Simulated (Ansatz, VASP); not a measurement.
## In2C in VASP and in Ansatz

```xyz
3
Lattice="0.0000 3.2645 3.2645 3.2645 0.0000 3.2645 3.2645 3.2645 0.0000" Properties=species:S:1:pos:R:3 pbc="T T T"
In    1.6323    1.6323    1.6323
In    4.8968    4.8968    4.8968
C     0.0000    0.0000    0.0000
```

Change from the starting cell: species swapped into the Al2Pt type (Fm-3m, No. 225).

Alike in both runs: task relaxation of cell and atoms; functional PBE; k mesh 4 × 4 × 4; occupations gaussian, width 0.1 eV; no spin polarisation.

|  | VASP | Ansatz |
| --- | --- | --- |
| version | VASP 6.6.1 | Ansatz 0.2.0 |
| potentials or method | VASP PAW PBE potentials, release 64 (In_d, C), cutoff 600 eV | scalar-relativistic, plane waves, PAW |
| valence electrons in the cell | 30 | 30 |

Ansatz gave:

```
gap on the k mesh at the Fermi level, each at its own relaxed structure (eV) : none
relaxed volume (Å³/atom)                                                     : 19.57
relaxed length of the cell vector where the two differ most in proportion (Å)              : 4.362
```

Task: Which values does VASP return?

Result: gap on the k mesh at the Fermi level, each at its own relaxed structure (eV): none; relaxed volume (Å³/atom): 19.52; relaxed length of the cell vector where the two differ most in proportion (Å): 4.359.

A gap of «none» marks a metal or a gap that the smearing closes.

The k mesh is coarse, so the values compare programs but aren't converged. Noted on VASP's run: the volume moved by over 15 % at a fixed basis, so the end points are rough.
